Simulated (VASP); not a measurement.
Here is a VASP 6.6.1 calculation.

INCAR

```
ALGO = Normal
EDIFF = 1E-6
ENCUT = 520
GGA = PE
ISIF = 2
ISMEAR = 0
LASPH = T
LCHARG = F
LREAL = F
LWAVE = F
NBANDS = 26
NELM = 80
PREC = Accurate
SIGMA = 0.05
```

KPOINTS

```
k-points
0
Gamma
  10 10 3
```

Contents of POSCAR:

```
Si
1.0
   -3.8510822046      0.0000000000      0.0000000000
   -1.9255411023     -3.3351350213      0.0000000000
   -0.8023087926     -0.8337837553     12.7293621948
Si
8
Direct
    0.2577944970      0.1067168242      0.9064660365
    0.2994611636      0.2317168242      0.4064660365
    0.6536278303      0.6275501575      0.1564660365
    0.6119611636      0.5025501575      0.6564660365
    0.3255388364      0.3099498425      0.0935339635
    0.2838721697      0.1849498425      0.5935339635
    0.6380388364      0.5807831758      0.3435339635
    0.5963721697      0.4557831758      0.8435339635
```

Potentials or basis: VASP PAW PBE potentials, release 64 (Si).

Command:

```bash
$ cat potpaw_PBE.64/Si/POTCAR > POTCAR
$ mpirun -np 1 vasp_std > vasp.out
```

Question: Predict the pressure.

Answer: -0.8 GPa.

Question: What does it give for the band gap on the k mesh?

Answer: Zero (bands 16 and 17 overlap by 0.01 eV).

Stress tensor (GPa, compression positive):
```
-0.69 -0.89  2.68
-0.89 -0.69  2.82
 2.68  2.82 -1.02
```

Caveat: semilocal functionals underestimate gaps, so a narrow gap can read as zero; forces of over 1 eV/Å act on the atoms, so gaps and moduli don't describe the material at rest.
